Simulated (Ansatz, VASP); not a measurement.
## One calculation of Sc2AlP3, two programs

File INCAR:

```
SYSTEM = Sc2AlP3
PREC = Accurate
ENCUT = 520
EDIFF = 1E-6
ISMEAR = 0
SIGMA = 0.1
LREAL = .FALSE.
LASPH = .TRUE.
NELM = 150
ALGO = Normal
ISIF = 2
LWAVE = .FALSE.
LCHARG = .TRUE.
ISPIN = 2
MAGMOM = 1 1 0 0 0 0
LORBIT = 11
LMAXMIX = 4
GGA = PE
LELF = .TRUE.
LVHAR = .TRUE.
NBANDS = 33
```

Contents of KPOINTS:

```
regular mesh
0
G
  4 4 4
  0 0 0
```

POSCAR

```
Sc2AlP3
1.0
    5.0825271443      0.0000000000      0.0000000000
    0.0000000000      5.0825271443      0.0000000000
    0.0000000000      0.0000000000      5.1947933410
Sc Al P
2 1 3
Direct
    0.5000000000      0.0000000000      0.3616950416
    0.0000000000      0.5000000000      0.3616950416
    0.0000000000      0.0000000000      0.9198467644
    0.5000000000      0.0000000000      0.8680321289
    0.0000000000      0.5000000000      0.8680321289
    0.0000000000      0.0000000000      0.4086060545
```

Input for Ansatz:

```yaml
crystal:
  lattice:
    - [5.0825271443, 0.0, 0.0]
    - [0.0, 5.0825271443, 0.0]
    - [0.0, 0.0, 5.194793341]
  atoms:
    - { symbol: Sc, position: [0.5, 0.0, 0.3616950416], spin: 1.0 }
    - { symbol: Sc, position: [0.0, 0.5, 0.3616950416], spin: 1.0 }
    - { symbol: Al, position: [0.0, 0.0, 0.9198467644] }
    - { symbol: P, position: [0.5, 0.0, 0.8680321289] }
    - { symbol: P, position: [0.0, 0.5, 0.8680321289] }
    - { symbol: P, position: [0.0, 0.0, 0.4086060545] }
basis:
  ecutwfc: 420
kpoints:
  mp_grid: { grid: [4, 4, 4] }
hamiltonian:
  xc: pbe
scf:
  occupations: { method: gaussian, width: 0.1 }
  lower_state_search: "off"
output:
  forces: true
  stress: true
  eigenvalues: true
  populations: true
magnetization:
  spin_polarized: true
```

Alike in both runs: task single point; functional PBE; k mesh 4 × 4 × 4; occupations gaussian, width 0.1 eV; collinear spin.

```csv
,VASP,Ansatz
version,VASP 6.6.1,Ansatz 0.2.0
potentials or method,"VASP PAW PBE potentials, release 64 (Sc_sv, Al, P), cutoff 520 eV","scalar-relativistic, plane waves, PAW"
valence electrons in the cell,40,40
```

|  | VASP | Ansatz | Ansatz less VASP |
| --- | --- | --- | --- |
| gap on the k mesh at the Fermi level (eV) | none | none | - |
| pressure (GPa) | 0.1 | 0.0 | -0.08 |
| traceless stress, the component that is largest in VASP (GPa) | 0.08 | 0.00 | -0.078 |
| rms of the force components (eV/Å) | 0.005 | 0.003 | -0.0025 |
| net moment per atom (μB) | 0.08 | 0.09 | +0.001 |
| size of the moment on the site where the two differ most (μB) | 0.11 | 0.09 | -0.024 |

Site moments also hang on the region over which each program counts them. Atom by atom the forces differ by 0.003 eV/Å (rms over components). A gap of «none» marks a metal or a gap that the smearing closes.
